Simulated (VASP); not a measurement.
Crystal: ZnPtC6N6.

```
Zn Pt C N
1.0
     0.00000    5.26205    5.26205
     5.26205    0.00000    5.26205
     5.26205    5.26205    0.00000
Zn Pt C N
1 1 6 6
Direct
  0.50000 0.50000 0.50000
  0.00000 0.00000 0.00000
  0.19023 0.19023 0.80977
  0.80977 0.80977 0.19023
  0.80977 0.19023 0.19023
  0.19023 0.80977 0.80977
  0.19023 0.80977 0.19023
  0.80977 0.19023 0.80977
  0.30007 0.30007 0.69993
  0.69993 0.69993 0.30007
  0.69993 0.30007 0.30007
  0.30007 0.69993 0.69993
  0.30007 0.69993 0.30007
  0.69993 0.30007 0.69993
```

Base run:

```yaml
Program: VASP 6.6.1
Functional: r2SCAN
Potentials_or_basis: VASP PAW PBE potentials, release 64 (Zn, Pt, C, N)
Cutoff: 520 eV
k_mesh: 5 × 5 × 5
Occupations: fermi-dirac, width 0.05 eV
Spin: no spin polarisation
```

Its results: band gap on the k mesh 5.37 eV (least direct gap 5.50 eV); pressure 0.7 GPa; largest force 0.177 eV/Å.

The run is repeated on the same cell with these changes: functional from r2SCAN to PBE; hubbard terms from none to Pt d U = 6.0 eV. What comes out?

Band gap on the k mesh 4.87 eV (least direct gap 5.00 eV); pressure 1.5 GPa; largest force 0.872 eV/Å.

Several settings changed at once.

Caveats: spin-orbit coupling is left out, which moves the levels of the heavy elements; an odd mesh through Γ misses points on the zone boundary, where band edges can lie; the PAW data sets were made with another functional, which shifts forces and pressure a little (at least some runs).
